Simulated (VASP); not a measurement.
# B in VASP: a series of runs

B is run at these levels: PBE; tasks: single point.

Program: VASP 6.6.1. These are calculated values, not measurements. Logs are shortened: lines on timing, memory, paths and dates and some standing lists are left out, and cuts for length are marked.

## 1. The cell of the first run

The typed cell holds 8 atoms: a = 3.041 Å, b = 3.266 Å, c = 5.147 Å, α = 90.00°, β = 92.24°, γ = 90.00°.

## 2. Single point, PBE

Contents of INCAR:

```
  PREC = Accurate
  ENCUT = 520
  EDIFF = 1E-6
  ISMEAR = 0
  SIGMA = 0.1
  LREAL = False
  LASPH = True
  NELM = 100
  ALGO = Normal
  ISIF = 2
  LWAVE = False
  LCHARG = False
  GGA = PE
  NBANDS = 22
```

Contents of KPOINTS:

```
Automatic mesh
0
Gamma
  8 8 6
```

Contents of POSCAR:

```
B
1.0
   -1.4692628849      2.6624645063      0.0000026177
    0.0000682038      0.0000359684     -3.2660982099
   -4.4054081686     -2.6611987036      0.0001580406
B
8
Direct
    0.5170060657      0.4100692034      0.8287841119
    0.0170078705      0.4100723750      0.3287887664
    0.2670072385      0.0899321568      0.5787857019
    0.7670002989      0.0899278845      0.0787829295
    0.9829941748      0.5899284455      0.6712124631
    0.4829898997      0.5899306133      0.1712150686
    0.2329983972      0.9100699782      0.9212148245
    0.7329960545      0.9100693434      0.4212161341
```

Potentials or basis: VASP PAW PBE potentials, release 64 (B).

The run is started by

```console
$ cat potpaw_PBE.64/B/POTCAR > POTCAR
$ mpirun -np 1 vasp_std > vasp.out
```

OUTCAR:

```text
PREC = Accurate
   ENCUT = 520
   EDIFF = 1E-6
   ISMEAR = 0
   LREAL = False
   LASPH = True
   NELM = 100
   ISIF = 2
   GGA = PE

 ion  position               nearest neighbor table
   1  0.517  0.410  0.829-   5 1.76   3 1.80   4 1.80   6 1.86   5 1.88   7 1.92   7 1.92
   2  0.017  0.410  0.329-   6 1.76   4 1.80   3 1.80   5 1.86   6 1.88   8 1.92   8 1.92
   3  0.267  0.090  0.579-   8 1.76   1 1.80   2 1.80   7 1.86   8 1.88   5 1.92   5 1.92
   4  0.767  0.090  0.079-   7 1.76   2 1.80   1 1.80   8 1.86   7 1.88   6 1.92   6 1.92
   5  0.983  0.590  0.671-   1 1.76   7 1.80   8 1.80   2 1.86   1 1.88   3 1.92   3 1.92
   6  0.483  0.590  0.171-   2 1.76   8 1.80   7 1.80   1 1.86   2 1.88   4 1.92   4 1.92
   7  0.233  0.910  0.921-   4 1.76   5 1.80   6 1.80   3 1.86   4 1.88   1 1.92   1 1.92
   8  0.733  0.910  0.421-   3 1.76   6 1.80   5 1.80   4 1.86   3 1.88   2 1.92   2 1.92

  LATTYP: Found a triclinic cell.
 ALAT       =     3.0409621294
 B/A-ratio  =     1.4674988575
 C/A-ratio  =     1.6924922395
 COS(alpha) =     0.0266338978
 COS(beta)  =     0.0391435079
 COS(gamma) =     0.6814324932

  Lattice vectors:

 A1 = (  -1.4692628849,   2.6624645063,   0.0000026177)
 A2 = (  -1.4693310887,   2.6624285379,   3.2661008276)
 A3 = (   4.4054081686,   2.6611987036,  -0.0001580406)

Analysis of symmetry for initial positions (statically):
=====================================================================
 Subroutine PRICEL returns:
 Original cell was already a primitive cell.

 Routine SETGRP: Setting up the symmetry group for a
 triclinic supercell.

 Subroutine GETGRP returns: Found  2 space group operations
 (whereof  2 operations were pure point group operations)
 out of a pool of  2 trial point group operations.

The static configuration has the point symmetry S_2 .

Analysis of symmetry for dynamics (positions and initial velocities):
=====================================================================
 Subroutine PRICEL returns:
 Original cell was already a primitive cell.

 Routine SETGRP: Setting up the symmetry group for a
 triclinic supercell.

 Subroutine GETGRP returns: Found  2 space group operations
 (whereof  2 operations were pure point group operations)
 out of a pool of  2 trial point group operations.

The dynamic configuration has the point symmetry S_2 .

 Subroutine INISYM returns: Found  2 space group operations
[... 107 lines left out ...]
   ENCUT  =  520.0 eV  38.22 Ry    6.18 a.u.   5.65  6.07  9.57*2*pi/ulx,y,z
   NELM   =    100;   NELMIN=  2; NELMDL= -5     # of ELM steps
   EDIFF  = 0.1E-05   stopping-criterion for ELM
   LREAL  =      F    real-space projection
   EDIFFG = 0.1E-04   stopping-criterion for IOM
   NSW    =      0    number of steps for IOM
   IBRION =     -1    ionic relax: 0-MD 1-quasi-New 2-CG
   NFREE  =      0    steps in history (QN), initial steepest desc. (CG)
   ISIF   =      2    stress and relaxation
   ISYM   =      2    0-nonsym 1-usesym 2-fastsym
   POTIM  = 0.5000    time-step for ionic-motion
   TEBEG  =    0.0;   TEEND  =   0.0 temperature during run
   PSTRESS=    0.0 pullay stress
   NELECT =      24.0000    total number of electrons
   NUPDOWN=      -1.0000    fix difference up-down
   EMIN   =  10.00;   EMAX   =-10.00  energy-range for DOS
   EFERMI =   0.00;   METHOD = LEGACY
   ISMEAR =     0;   SIGMA  =   0.10  broadening in eV -4-tet -1-fermi 0-gaus
   EFERMI_NEDOS =   21; number of points for ismear=-14 and -15
   IALGO  =     38    algorithm
   IMIX   =      4    mixing-type and parameters
     AMIX     =   0.40;   BMIX     =  1.00
     AMIX_MAG =   1.60;   BMIX_MAG =  1.00
  volume/ion in A,a.u.               =       6.38        43.09
  Fermi-wavevector in a.u.,A,eV,Ry     =   1.272712  2.405078 22.038672  1.619797
  Thomas-Fermi vector in A             =   2.405576
   LORBIT       =      0    0 simple, 1 ext, 2 COOP (PROOUT), +10 PAW based schemes
   GGA     = PE    functional components
   LHFCALC =     F    Hartree Fock is set to
   AEXX    =    0.0000 exact exchange contribution
   IVDW    =     0    specifies the selected vdW correction
   LEPSILON=     F    determine dielectric tensor
   LRPA    =     F    only Hartree local field effects (RPA)
 non-spin polarized calculation
 Gauss-broadening in eV      SIGMA  =   0.10
  energy-cutoff  :      520.00
  volume of cell :       51.08
 maximum number of plane-waves:      1393
   NGX = 11   NGY = 13   NGZ = 19

 number of electron      24.0000001 magnetization

 Free energy of the ion-electron system (eV)
  ---------------------------------------------------
  ext. energy  EPLUGINS =         0.00000000
  ---------------------------------------------------
  free energy    TOTEN  =       -51.45223863 eV

  energy without entropy =      -51.45073775  energy(sigma->0) =      -51.45148819

 E-fermi :   8.8715     XC(G=0): -12.4287

 val. band max:        8.8242898906   @ k =   0.3750   0.0000   0.3333
 cond. band min:       8.8917049927   @ k =  -0.0000   0.3750  -0.0000
 fundamental gap:      0.0674151021
 Fermi energy:         8.8715346519

 k-point     1 :       0.0000    0.0000    0.0000
  band No.  band energies     occupation
      1      -8.9819      2.00000
      2      -4.6507      2.00000
      3      -4.6506      2.00000
      4       0.8907      2.00000
      5       2.8834      2.00000
      6       3.1872      2.00000
[... 589 lines left out ...]
     21      17.8562      0.00000
     22      17.9691      0.00000

 [... further k-points ...]
[... 5 lines left out ...]
  --------------------------------------------------------------------------------------
  -------------------------------------------------------------------------------------
  Total        0.0205802     -0.0189131     -0.0251048     -0.0058846      0.0020603      0.0054491
  in kB        0.6455295     -0.5932366     -0.7874498     -0.1845794      0.0646244      0.1709199
  external PRESSURE =      -0.2450523 kB  Pullay stress =       0.0000000 kB

 VOLUME and BASIS-vectors are now :
 -----------------------------------------------------------------------------
  energy-cutoff  :      520.00
  volume of cell :       51.08
      direct lattice vectors                 reciprocal lattice vectors
    -1.469262885  2.662464506  0.000002618    -0.170161602  0.281689342 -0.000000451
     0.000068204  0.000035968 -3.266098210    -0.000008374 -0.000004320 -0.306175729
    -4.405408169 -2.661198704  0.000158041    -0.170242540 -0.093947185 -0.000004590

 POSITION                                       TOTAL-FORCE (eV/Angst)
 -----------------------------------------------------------------------------------
     -4.41072     -0.82903     -1.33919         0.000250     -0.001188      0.000241
     -1.47341     -0.82967     -1.33928         0.000660     -0.001010      0.000421
     -2.94208     -0.82936     -0.29364         0.000200     -0.001216     -0.000197
     -1.47399      1.83246     -0.29370        -0.000080     -0.000977     -0.000384
     -4.40120      0.83098     -1.92666        -0.000660      0.001010     -0.000421
     -1.46387      0.83033     -1.92674        -0.000250      0.001188     -0.000241
     -4.40060     -1.83115     -2.97223         0.000080      0.000977      0.000384
     -2.93253      0.83067     -2.97231        -0.000200      0.001216      0.000197
 -----------------------------------------------------------------------------------
    total drift:                               -0.000001      0.000011      0.000033

  FREE ENERGIE OF THE ION-ELECTRON SYSTEM (eV)
  ---------------------------------------------------
  free  energy   TOTEN  =       -51.4522386271 eV

  energy  without entropy=      -51.4507377516  energy(sigma->0) =      -51.45148819
```

OSZICAR:

```text
N       E                     dE             d eps       ncg     rms          rms(c)
DAV:   1     0.335026344927E+02    0.33503E+02   -0.11223E+04  8624   0.101E+03
DAV:   2    -0.495611232902E+02   -0.83064E+02   -0.79319E+02 10908   0.195E+02
DAV:   3    -0.522771837868E+02   -0.27161E+01   -0.26890E+01 11730   0.291E+01
DAV:   4    -0.522905227614E+02   -0.13339E-01   -0.13330E-01 10572   0.193E+00
DAV:   5    -0.522905964071E+02   -0.73646E-04   -0.73638E-04 10946   0.134E-01    0.746E+00
DAV:   6    -0.517008135249E+02    0.58978E+00   -0.22231E-01 10016   0.245E+00    0.448E+00
DAV:   7    -0.514521397513E+02    0.24867E+00   -0.34020E-01  9622   0.304E+00    0.396E-01
DAV:   8    -0.514521924805E+02   -0.52729E-04   -0.57789E-03 11014   0.469E-01    0.565E-02
DAV:   9    -0.514522282616E+02   -0.35781E-04   -0.19825E-04 10608   0.801E-02    0.213E-02
DAV:  10    -0.514522381053E+02   -0.98436E-05   -0.21914E-05 10626   0.290E-02    0.369E-03
DAV:  11    -0.514522386271E+02   -0.52180E-06   -0.17111E-06  8806   0.835E-03
   1 F= -.51452239E+02 E0= -.51451488E+02  d E =-.150088E-02
```

It took 53 s on 1 thread of Intel Xeon 6975P-C (Granite Rapids), shared host; peak memory 0.26 GiB.

Results:

```
Free energy            : -51.4522 eV
Pressure               : 0.0 GPa
Band gap on the k mesh : zero (bands 12 and 13 overlap by 1.03 eV)
```

Stress tensor (GPa, compression positive):
```
 0.06 -0.02  0.02
-0.02 -0.06  0.01
 0.02  0.01 -0.08
```

## 3. Single point, PBE

This run uses another cell than the first one: it holds 4 atoms, not 8.

Contents of INCAR:

```
ALGO = Normal ; EDIFF = 1E-7
ENCUT = 520 ; GGA = PE
ISIF = 2 ; ISMEAR = 0
LASPH = True ; LCHARG = False
LREAL = False ; LWAVE = False
NBANDS = 14 ; NELM = 60
PREC = Accurate ; SIGMA = 0.1
```

Contents of KPOINTS:

```
k-points
0
Gamma
  18 18 14
```

Contents of POSCAR:

```
B
1.0
    1.4695539195     -2.6621350429      0.0000000000
    1.4695539195      2.6621350429      0.0000000000
    0.0000000000      0.0000000000      3.2627863227
B
4
Direct
    0.6558640465      0.3441359535      0.5899761255
    0.1558640465      0.8441359535      0.9100238745
    0.3441359535      0.6558640465      0.4100238745
    0.8441359535      0.1558640465      0.0899761255
```

Potentials or basis: VASP PAW PBE potentials, release 64 (B).

The run is started by

```console
$ cat potpaw_PBE.64/B/POTCAR > POTCAR
$ mpirun -np 1 vasp_std > vasp.out
```

Wall time 59 s (1 thread of Intel Xeon 6975P-C (Granite Rapids), shared host); peak memory 0.29 GiB.

The run converged. Its results:

```yaml
Free_energy: -25.7277 eV
Pressure: 0.0 GPa
Band_gap_on_the_k_mesh: zero (bands 6 and 7 overlap by 1.19 eV)
```

Forces on the atoms (eV/Å):
```
B    0.000 -0.003  0.001
B    0.000 -0.003 -0.001
B    0.000  0.003 -0.001
B    0.000  0.003  0.001
```

Levels at points of the mesh, in eV from the Fermi level:
| k point | band 4 | band 5 | band 6 | band 7 | band 8 | band 9 |
| --- | --- | --- | --- | --- | --- | --- |
| (0.00, 0.00, 0.00) | -4.54 | -3.50 | 0.55 | 0.89 | 2.50 | 2.65 |
| (0.50, 0.00, 0.00) | -5.60 | -4.56 | -4.56 | 1.54 | 1.54 | 5.97 |
| (0.50, 0.50, 0.00) | -5.31 | -3.51 | -1.83 | -0.46 | 0.69 | 4.62 |
| (0.00, 0.00, 0.50) | -1.87 | -1.50 | -1.50 | 0.94 | 0.94 | 6.44 |
| (0.50, 0.00, 0.50) | -10.44 | -4.29 | -4.29 | 2.02 | 2.02 | 10.26 |
| (0.50, 0.50, 0.50) | -9.26 | -3.83 | -3.83 | 0.82 | 0.82 | 9.14 |
